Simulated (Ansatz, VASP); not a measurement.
## Ti5W: VASP beside Ansatz

The input INCAR:

```
ALGO = Normal
EDIFF = 1E-6
ENCUT = 520
GGA = PE
ISIF = 2
ISMEAR = 0
ISPIN = 2
LASPH = True
LCHARG = False
LMAXMIX = 4
LORBIT = 11
LREAL = False
LWAVE = False
MAGMOM = 1 1 1 1 1 0
NBANDS = 50
NELM = 150
PREC = Accurate
SIGMA = 0.1
```

The input KPOINTS:

```
k-points
0
Gamma
  6 6 2
```

Contents of POSCAR:

```
Ti5W
1.0
    1.5625830000     -2.3267640000      0.0000000000
    1.5625830000      2.3267640000      0.0000000000
    0.0000000000      0.0000000000     13.9888008000
Ti W
5 1
Direct
    0.0000000000      0.0000000000      0.8309450000
    0.5000000000      0.5000000000      0.6577730000
    0.5000000000      0.5000000000      0.3422270000
    0.0000000000      0.0000000000      0.1690550000
    0.5000000000      0.5000000000      0.0000000000
    0.0000000000      0.0000000000      0.5000000000
```

Input for Ansatz:

```yaml
crystal:
  lattice:
    - [1.562583, -2.326764, 0.0]
    - [1.562583, 2.326764, 0.0]
    - [0.0, 0.0, 13.9888008]
  atoms:
    - { symbol: Ti, position: [0.0, 0.0, 0.830945], spin: 1.0 }
    - { symbol: Ti, position: [0.5, 0.5, 0.657773], spin: 1.0 }
    - { symbol: Ti, position: [0.5, 0.5, 0.342227], spin: 1.0 }
    - { symbol: Ti, position: [0.0, 0.0, 0.169055], spin: 1.0 }
    - { symbol: Ti, position: [0.5, 0.5, 0.0], spin: 1.0 }
    - { symbol: W, position: [0.0, 0.0, 0.5] }
basis:
  ecutwfc: 420
kpoints:
  mp_grid: { grid: [6, 6, 2] }
hamiltonian:
  xc: pbe
scf:
  occupations: { method: gaussian, width: 0.1 }
  lower_state_search: "off"
output:
  forces: true
  stress: true
  eigenvalues: true
  populations: true
magnetization:
  spin_polarized: true
```

Alike in both runs: task single point; functional PBE; k mesh 6 × 6 × 2; occupations gaussian, width 0.1 eV; collinear spin.

|  | VASP | Ansatz |
| --- | --- | --- |
| version | VASP 6.6.1 | Ansatz 0.2.0 |
| potentials or method | VASP PAW PBE potentials, release 64 (Ti_sv, W_sv), cutoff 520 eV | scalar-relativistic, plane waves, PAW |
| valence electrons in the cell | 74 | 74 |

```tsv
	VASP	Ansatz	Ansatz less VASP
gap on the k mesh at the Fermi level (eV)	none	none	-
pressure (GPa)	0.1	0.2	+0.14
traceless stress, the component that is largest in VASP (GPa)	0.40	0.42	+0.014
rms of the force components (eV/Å)	0.006	0.011	+0.0047
net moment per atom (μB)	0.22	0.22	-0.001
size of the moment on the site where the two differ most (μB)	0.31	0.32	+0.008
```

Site moments also hang on the region over which each program counts them. Atom by atom the forces differ by 0.006 eV/Å (rms over components). A gap of «none» marks a metal or a gap that the smearing closes. With one functional, cell and mesh, what is left measures potentials, basis and numerics.

The k mesh is coarse, so the values compare programs but aren't converged. Neither program's run includes spin-orbit coupling.
